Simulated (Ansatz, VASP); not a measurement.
**Two plane-wave programs on Pd**

```
Pd
1.0
     2.78367    0.00000    0.00000
    -1.39183    2.41072    0.00000
     0.00000    0.00000    4.62889
Pd
2
Direct
  0.66667 0.33333 0.75000
  0.33333 0.66667 0.25000
```

Alike in both runs: task single point; functional PBE; k mesh 14 × 14 × 7; occupations fermi-dirac, width 0.05 eV; no spin polarisation.

|  | VASP | Ansatz |
| --- | --- | --- |
| version | VASP 6.6.1 | Ansatz 0.2.0 |
| potentials or method | VASP PAW PBE potentials, release 64 (Pd) | PAW with Ansatz's default frozen-core files, scalar-relativistic |
| plane-wave cutoff (eV) | 520 | 420 |
| valence electrons in the cell | 20 | 36 |

VASP gave:

```
pressure (GPa)                                                : -1.7
traceless stress, the component that is largest in VASP (GPa) : 0.43
```

**Question.** Which values does Ansatz return?

**Answer.** Pressure (GPa): -1.4; traceless stress, the component that is largest in VASP (GPa): 0.49.

With one functional, cell and mesh, what is left measures potentials, basis and numerics. VASP's potentials hold 20 valence electrons a cell and Ansatz's 36, so a difference there can come from the potentials and not from the codes.
